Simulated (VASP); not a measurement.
Wanted: the native input for a VASP 6.6.1 run.

| Quantity | Value |
| --- | --- |
| Task | relaxation of cell and atoms |
| Functional | r2SCAN |
| Potentials or basis | VASP PAW PBE potentials, release 64 (Na_pv) |
| Cutoff | 550 eV |
| k mesh | 18 × 18 × 18 |
| Occupations | fermi-dirac, width 0.1 eV |
| Spin | no spin polarisation |
| Target pressure | 1 GPa |
| Dipole correction | no |
| Further INCAR settings | ALGO = Normal; EDIFF = 1e-07; IBRION = 2; EDIFFG = -0.002; NSW = 100; ISIF = 3 |

The system is Na.

```xyz
1
Lattice="-2.1118 2.1118 2.1118 2.1118 -2.1118 2.1118 2.1118 2.1118 -2.1118" Properties=species:S:1:pos:R:3 pbc="T T T"
Na    0.0000    0.0000    0.0000
```

One way to write it, as run:

POSCAR

```
Na
1.0
   -2.1118449397      2.1118449397      2.1118449397
    2.1118449397     -2.1118449397      2.1118449397
    2.1118449397      2.1118449397     -2.1118449397
Na
1
Direct
    0.0000000000      0.0000000000      0.0000000000
```

INCAR.step1

```
SYSTEM = Na
ALGO     = Normal         ! electronic algorithm
EDIFF    = 1E-5           ! SCF threshold, eV
EDIFFG   = -0.005         ! ionic threshold
ENCUT    = 550            ! plane-wave cutoff, eV
GGA      = PE             ! functional
GGA_COMPAT= .FALSE.      
IBRION   = 2              ! ionic algorithm
ISIF     = 3              ! what is computed and relaxed
ISMEAR   = -1             ! smearing method
LASPH    = .TRUE.         ! aspherical terms in the spheres
LCHARG   = .FALSE.        ! write CHGCAR
LREAL    = .FALSE.        ! projectors in reciprocal space
LWAVE    = .TRUE.         ! write WAVECAR
NELM     = 120            ! most SCF steps
NELMIN   = 4            
NSW      = 100            ! ionic steps
PREC     = Accurate       ! precision mode
SIGMA    = 0.1            ! smearing width, eV
```

INCAR.step2

```
SYSTEM = Na
ALGO     = Normal         ! electronic algorithm
EDIFF    = 1E-7           ! SCF threshold, eV
EDIFFG   = -0.002         ! ionic threshold
ENCUT    = 550            ! plane-wave cutoff, eV
GGA_COMPAT= .FALSE.      
IBRION   = 2              ! ionic algorithm
ISIF     = 3              ! what is computed and relaxed
ISMEAR   = -1             ! smearing method
ISTART   = 1            
LASPH    = .TRUE.         ! aspherical terms in the spheres
LCHARG   = .FALSE.        ! write CHGCAR
LMIXTAU  = .TRUE.       
LREAL    = .FALSE.        ! projectors in reciprocal space
LWAVE    = .FALSE.        ! write WAVECAR
METAGGA  = R2SCAN         ! meta-GGA
NELM     = 120            ! most SCF steps
NELMIN   = 4            
NSW      = 100            ! ionic steps
PREC     = Accurate       ! precision mode
PSTRESS  = 10.0         
SIGMA    = 0.1            ! smearing width, eV
```

KPOINTS

```
k-points
0
G
  18 18 18
  0 0 0
```

Potentials or basis: VASP PAW PBE potentials, release 64 (Na_pv).

Command:

```bash
$ cat potpaw_PBE.64/Na_pv/POTCAR > POTCAR
$ cp INCAR.step1 INCAR
$ mpirun -np 1 vasp_std > vasp.out
$ cp INCAR.step2 INCAR
$ mpirun -np 1 vasp_std > vasp.out
```

It gave:

```yaml
Relaxed_volume: 33.60 Å³/atom
Relaxed_cell: a = 3.521 Å, b = 3.521 Å, c = 3.521 Å, α = 109.47°, β = 109.47°, γ = 109.47°
Space_group_after_relaxing_to_0.1_Å: Im-3m (No. 229)
Energy_change_on_relaxing_the_run_minimises_the_enthalpy: +11.6 meV/atom
Ionic_steps: 5
Pressure_after_relaxing: 1.0 GPa
Band_gap_on_the_k_mesh: zero (an odd number of electrons rules out a gap without spin polarisation)
```

Caveat: the cell is relaxed towards a set pressure, so the run minimises the enthalpy, not the energy; the PAW data sets were made with another functional, which shifts forces and pressure a little.

It took 26 min on 1 thread of Oxide Virtual Turin-like Processor (shared host), peak memory 0.16 GiB.
